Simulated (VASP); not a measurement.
A run of VASP 6.6.1 is set up as follows.

File INCAR:

```
PREC = Accurate
ENCUT = 520
EDIFF = 1E-7
ISMEAR = -1
SIGMA = 0.1
LREAL = F
LASPH = T
NELM = 80
ALGO = Normal
ISIF = 2
LWAVE = F
LCHARG = F
GGA = PS
NBANDS = 42
```

Contents of KPOINTS:

```
regular mesh
0
Gamma
  12 12 1
```

File POSCAR:

```
Cu
1.0
    2.5036580000      0.0000000000      0.0000000000
   -1.2518290000      2.1682320000      0.0000000000
    0.0000000000      0.0000000000     24.5755890000
Cu
6
Direct
    0.0000000000      0.0000000000      0.3737640000
    0.6666666667      0.3333333333      0.2896140000
    0.3333333333      0.6666666667      0.4579910000
    0.0000000000      0.0000000000      0.6262360000
    0.6666666667      0.3333333333      0.5420090000
    0.3333333333      0.6666666667      0.7103860000
```

Potentials or basis: VASP PAW PBE potentials, release 64 (Cu).

Command:

```bash
$ cat potpaw_PBE.64/Cu/POTCAR > POTCAR
$ mpirun -np 1 vasp_std > vasp.out
```

Q: Estimate the largest force.

A: 0.063 eV/Å.

Q: What does it give for the band gap on the k mesh?

A: Zero (bands 33 and 34 overlap by 5.22 eV).

Forces on the atoms (eV/Å):
```
Cu   0.000  0.000 -0.014
Cu   0.000  0.000  0.063
Cu   0.000  0.000 -0.031
Cu   0.000  0.000  0.014
Cu   0.000  0.000  0.031
Cu   0.000  0.000 -0.063
```

Caveat: there is no dipole correction, which matters where the two faces differ; the PAW data sets were made with another functional, which shifts forces and pressure a little.
